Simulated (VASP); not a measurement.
BAs:

```
CELL_PARAMETERS angstrom
0.00000 2.40463 2.40463
2.40463 0.00000 2.40463
2.40463 2.40463 0.00000
ATOMIC_POSITIONS crystal
B 0.00000 0.00000 0.00000
As 0.25000 0.25000 0.25000
```

```yaml
Program: VASP 6.6.1
Task: relaxation of cell and atoms
Functional: LDA
Potentials_or_basis: VASP PAW LDA potentials, release 64 (B, As_d)
Cutoff: 560 eV
k_mesh: 8 × 8 × 8
Occupations: fermi-dirac, width 0.02 eV
Spin: no spin polarisation
```

At the start: pressure -6.2 GPa; volume 13.90 Å³/atom.

How do energy, volume and symmetry change on relaxing?

Over 5 steps the energy falls by 12.6 meV/atom and the volume is 13.28 Å³/atom (-4.5 %); space group F-43m (No. 216, to 0.1 Å) before and after.

The path:
```tsv
step	energy change (eV)	largest force (eV/Å)	pressure (GPa)	volume (Å³)
1	0.0000	0.0000	-6.18	27.81
2	-0.0120	0.0000	5.05	25.70
3	-0.0252	0.0000	-0.14	26.56
4	-0.0252	0.0000	0.06	26.53
5	-0.0252	0.0000	0.03	26.55
```

Final structure:
```
B As
1.0
     0.00000    2.36785    2.36785
     2.36785    0.00000    2.36785
     2.36785    2.36785    0.00000
B As
1 1
Direct
  0.00000 0.00000 0.00000
  0.25000 0.25000 0.25000
```
